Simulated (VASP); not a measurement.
# Au in VASP: a series of runs

Runs on Au. Level: PBE. Tasks: relaxation of cell and atoms, single point.

Program: VASP 6.6.1. These are calculated values, not measurements. Logs are shortened: lines on timing, memory, paths and dates and some standing lists are left out, and cuts for length are marked.

## 1. The cell of the first run

It takes space group P4/mmm (No. 123, tetragonal). The conventional cell has a = 2.564 Å, b = 2.564 Å, c = 2.627 Å, α = 90.00°, β = 90.00°, γ = 90.00°. Within 3.4 Å of Au (site symmetry 4/mmm) lie 6 Au at 2.56 to 2.63 Å.

## 2. Relaxation of cell and atoms, PBE

The input, INCAR:

```
ALGO = Normal
EDIFF = 1E-6
EDIFFG = -0.04
ENCUT = 600
GGA = PE
IBRION = 2
ISIF = 3
ISMEAR = 0
LASPH = True
LCHARG = False
LREAL = False
LWAVE = False
NELM = 60
NSW = 90
PREC = Accurate
SIGMA = 0.1
```

The input, KPOINTS:

```
k-points
0
Gamma
  6 6 6
```

The input, POSCAR:

```
Au
1.0
    2.5638780600      0.0000000000      0.0000000000
    0.0000000000      2.5638780600      0.0000000000
    0.0000000000      0.0000000000      2.6269383300
Au
1
Direct
    0.0000000000      0.0000000000      0.0000000000
```

Potentials or basis: VASP PAW PBE potentials, release 64 (Au).

Run with:

```sh
cat potpaw_PBE.64/Au/POTCAR > POTCAR
mpirun -np 1 vasp_std > vasp.out
```

OUTCAR:

```text
EDIFF = 1E-6
   EDIFFG = -0.04
   ENCUT = 600
   GGA = PE
   IBRION = 2
   ISIF = 3
   ISMEAR = 0
   LASPH = True
   LREAL = False
   NELM = 60
   NSW = 90
   PREC = Accurate

 ion  position               nearest neighbor table
   1  0.000  0.000  0.000-

  LATTYP: Found a simple tetragonal cell.
 ALAT       =     2.5638780600
 C/A-ratio  =     1.0245956588

  Lattice vectors:

 A1 = (   2.5638780600,   0.0000000000,   0.0000000000)
 A2 = (   0.0000000000,   2.5638780600,   0.0000000000)
 A3 = (   0.0000000000,   0.0000000000,   2.6269383300)

Analysis of symmetry for initial positions (statically):
=====================================================================
 Subroutine PRICEL returns:
 Original cell was already a primitive cell.

 Routine SETGRP: Setting up the symmetry group for a
 simple tetragonal supercell.

 Subroutine GETGRP returns: Found 16 space group operations
 (whereof 16 operations were pure point group operations)
 out of a pool of 16 trial point group operations.

The static configuration has the point symmetry D_4h.

Analysis of symmetry for dynamics (positions and initial velocities):
=====================================================================
 Subroutine PRICEL returns:
 Original cell was already a primitive cell.

 Routine SETGRP: Setting up the symmetry group for a
 simple tetragonal supercell.

 Subroutine GETGRP returns: Found 16 space group operations
 (whereof 16 operations were pure point group operations)
 out of a pool of 16 trial point group operations.

The dynamic configuration has the point symmetry D_4h.

 Subroutine INISYM returns: Found 16 space group operations
 (whereof 16 operations are pure point group operations),
 and found     1 'primitive' translations

----------------------------------------------------------------------------------------

                                     Primitive cell

  volume of cell :      17.2681

  direct lattice vectors                    reciprocal lattice vectors
     2.563878060  0.000000000  0.000000000     0.390034150  0.000000000  0.000000000
     0.000000000  2.563878060  0.000000000     0.000000000  0.390034150  0.000000000
     0.000000000  0.000000000  2.626938330     0.000000000  0.000000000  0.380671289

  length of vectors
     2.563878060  2.563878060  2.626938330     0.390034150  0.390034150  0.380671289

  position of ions in fractional coordinates (direct lattice)
     0.000000000  0.000000000  0.000000000

  ion indices of the primitive-cell ions
   primitive index   ion index
                 1           1

----------------------------------------------------------------------------------------

 KPOINTS: k-points

Automatic generation of k-mesh.
 Grid dimensions read from file:
 generate k-points for:    6    6    6

 Generating k-lattice:

  Cartesian coordinates                     Fractional coordinates (reciprocal lattice)
     0.065005692  0.000000000  0.000000000     0.166666667  0.000000000  0.000000000
     0.000000000  0.065005692  0.000000000     0.000000000  0.166666667  0.000000000
     0.000000000  0.000000000  0.063445215     0.000000000  0.000000000  0.166666667

  Length of vectors
     0.065005692  0.065005692  0.063445215

  Shift w.r.t. Gamma in fractional coordinates (k-lattice)
     0.000000000  0.000000000  0.000000000

 Subroutine IBZKPT returns following result:
 ===========================================

 Found     40 irreducible k-points:

 Following reciprocal coordinates:
            Coordinates               Weight
  0.000000  0.000000  0.000000      1.000000
  0.166667  0.000000  0.000000      4.000000
  0.333333  0.000000  0.000000      4.000000
  0.500000  0.000000  0.000000      2.000000
  0.166667  0.166667  0.000000      4.000000
  0.333333  0.166667  0.000000      8.000000
[... 16 lines left out ...]
  0.333333  0.000000  0.333333      8.000000
  0.500000  0.000000  0.333333      4.000000
 [... further k-points ...]
   k-points           NKPTS =     40   k-points in BZ     NKDIM =     40   number of bands    NBANDS=      9
   number of dos      NEDOS =    301   number of ions     NIONS =      1
   total plane-waves  NPLWV =   9600
   dimension x,y,z NGX =    20 NGY =   20 NGZ =   24
   dimension x,y,z NGXF=    40 NGYF=   40 NGZF=   48
   ions per type =               1
   NGX,Y,Z   is equivalent  to a cutoff of  12.97, 12.97, 15.19 a.u.
   NGXF,Y,Z  is equivalent  to a cutoff of  25.94, 25.94, 30.38 a.u.
 SYSTEM =  unknown system
   PREC   = accura    normal or accurate (medium, high low for compatibility)
   ISTART =      0    job   : 0-new  1-cont  2-samecut
   ICHARG =      2    charge: 1-file 2-atom 10-const
   ISPIN  =      1    spin polarized calculation?
   LNONCOLLINEAR =      F non collinear calculations
   LSORBIT =      F    spin-orbit coupling
   LASPH  =      T    aspherical Exc in radial PAW
   ENCUT  =  600.0 eV  44.10 Ry    6.64 a.u.   5.12  5.12  5.25*2*pi/ulx,y,z
   NELM   =     60;   NELMIN=  2; NELMDL= -5     # of ELM steps
   EDIFF  = 0.1E-05   stopping-criterion for ELM
   LREAL  =      F    real-space projection
   EDIFFG = -.4E-01   stopping-criterion for IOM
   NSW    =     90    number of steps for IOM
   IBRION =      2    ionic relax: 0-MD 1-quasi-New 2-CG
   NFREE  =      1    steps in history (QN), initial steepest desc. (CG)
   ISIF   =      3    stress and relaxation
   ISYM   =      2    0-nonsym 1-usesym 2-fastsym
   POTIM  = 0.5000    time-step for ionic-motion
   TEBEG  =    0.0;   TEEND  =   0.0 temperature during run
   PSTRESS=    0.0 pullay stress
   NELECT =      11.0000    total number of electrons
   NUPDOWN=      -1.0000    fix difference up-down
   EMIN   =  10.00;   EMAX   =-10.00  energy-range for DOS
   EFERMI =   0.00;   METHOD = LEGACY
   ISMEAR =     0;   SIGMA  =   0.10  broadening in eV -4-tet -1-fermi 0-gaus
   EFERMI_NEDOS =   21; number of points for ismear=-14 and -15
   IALGO  =     38    algorithm
   IMIX   =      4    mixing-type and parameters
     AMIX     =   0.40;   BMIX     =  1.00
     AMIX_MAG =   1.60;   BMIX_MAG =  1.00
  volume/ion in A,a.u.               =      17.27       116.53
  Fermi-wavevector in a.u.,A,eV,Ry     =   1.408610  2.661887 26.996448  1.984183
  Thomas-Fermi vector in A             =   2.530750
   LORBIT       =      0    0 simple, 1 ext, 2 COOP (PROOUT), +10 PAW based schemes
   GGA     = PE    functional components
   LHFCALC =     F    Hartree Fock is set to
   AEXX    =    0.0000 exact exchange contribution
   IVDW    =     0    specifies the selected vdW correction
   LEPSILON=     F    determine dielectric tensor
   LRPA    =     F    only Hartree local field effects (RPA)
 conjugate gradient relaxation of ions
 non-spin polarized calculation
 Gauss-broadening in eV      SIGMA  =   0.10
  energy-cutoff  :      600.00
  volume of cell :       17.27
 maximum number of plane-waves:       595
   NGX = 11   NGY = 11   NGZ = 11

--------------------------------------- Ionic step        1  -------------------------------------------

 number of electron      10.9999998 magnetization

 Free energy of the ion-electron system (eV)
  ---------------------------------------------------
  ext. energy  EPLUGINS =         0.00000000
  ---------------------------------------------------
  free energy    TOTEN  =        -2.81693329 eV

  energy without entropy =       -2.81452963  energy(sigma->0) =       -2.81573146

------------------------ aborting loop because EDIFF is reached ----------------------------------------

  FORCE on cell =-STRESS in cart. coord.  units (eV):
  Direction    XX          YY          ZZ          XY          YZ          ZX
  --------------------------------------------------------------------------------------
  -------------------------------------------------------------------------------------
  Total        3.7343254      3.7343254      2.4379037      0.0000000      0.0000000      0.0000000
  in kB      346.4799709    346.4799709    226.1947514      0.0000000      0.0000000      0.0000000
  external PRESSURE =     306.3848977 kB  Pullay stress =       0.0000000 kB
[... 20 lines left out ...]
  energy  without entropy=       -2.8145296313  energy(sigma->0) =       -2.81573146

--------------------------------------- Ionic step        2  -------------------------------------------

 number of electron      10.9999998 magnetization

 E-fermi :   3.1124     XC(G=0): -10.0035

 val. band max:        3.1092342654   @ k =   0.3333   0.1667   0.3333
 cond. band min:       3.8765987089   @ k =   0.5000   0.0000   0.0000
 fundamental gap:      0.7673644435
 Fermi energy:         3.1123831486

 k-point     1 :       0.0000    0.0000    0.0000
  band No.  band energies     occupation
      1      -2.5220      2.00000
      2      -0.8739      2.00000
      3      -0.7375      2.00000
      4       1.8181      2.00000
      5       1.9091      2.00000
      6       1.9091      2.00000
      7      15.3957      0.00000
      8      15.3957      0.00000
      9      16.4325      0.00000
[... 378 lines left out ...]
  energy  without entropy=       -3.0579781426  energy(sigma->0) =       -3.06198203

--------------------------------------- Ionic step        5  -------------------------------------------

 number of electron      10.9999997 magnetization

 Free energy of the ion-electron system (eV)
  ---------------------------------------------------
  ext. energy  EPLUGINS =         0.00000000
  ---------------------------------------------------
  free energy    TOTEN  =        -3.06637265 eV

  energy without entropy =       -3.05902423  energy(sigma->0) =       -3.06269844

 E-fermi :   6.2020     XC(G=0): -11.5452

 val. band max:        6.1982520113   @ k =   0.5000   0.5000   0.1667
 cond. band min:       6.2269030179   @ k =   0.5000   0.3333   0.5000
 fundamental gap:      0.0286510065
 Fermi energy:         6.2020333715

 k-point     1 :       0.0000    0.0000    0.0000
  band No.  band energies     occupation
      1      -1.3836      2.00000
      2       0.7065      2.00000
      3       0.7320      2.00000
      4       4.9986      2.00000
      5       4.9986      2.00000
      6       5.0108      2.00000
      7      20.3913      0.00000
      8      20.5206      0.00000
      9      20.5206      0.00000
[... 304 lines left out ...]
  FREE ENERGIE OF THE ION-ELECTRON SYSTEM (eV)
  ---------------------------------------------------
  free  energy   TOTEN  =        -3.0663726454 eV

  energy  without entropy=       -3.0590242288  energy(sigma->0) =       -3.06269844

 reached required accuracy - stopping structural energy minimisation
```

Wall time 11 s (1 thread of AMD EPYC 9R45 (Zen 5), shared host); peak memory 0.11 GiB.

Results:

* Free energy: -3.0664 eV
* Relaxed volume: 20.36 Å³/atom
* Relaxed cell: a = 2.728 Å, b = 2.728 Å, c = 2.736 Å, α = 90.00°, β = 90.00°, γ = 90.00°
* Space group after relaxing (to 0.05 Å): Pm-3m (No. 221)
* Energy gained by relaxing: 249.4 meV/atom
* Ionic steps: 5
* Pressure after relaxing: 0.1 GPa

Step by step:
```csv
step,energy change (eV),largest force (eV/Å),pressure (GPa),volume (Å³)
1,0.0000,0.0000,30.64,17.27
2,0.0928,0.0000,-12.80,26.88
3,-0.2472,0.0000,-1.74,20.78
4,-0.2491,0.0000,-0.86,20.56
5,-0.2494,0.0000,0.11,20.36
```

Final structure:
```
Au
1.0
     2.72753    0.00000    0.00000
     0.00000    2.72753    0.00000
     0.00000    0.00000    2.73641
Au
1
Direct
  0.00000 0.00000 0.00000
```

Caveat: the k points lie up to 0.38 Å⁻¹ apart in the final cell; the volume moved by over 15 % at a fixed basis, so the end points are rough; spin-orbit coupling is left out, which moves the levels of the heavy elements.

(Continued in part 2 of 2.)
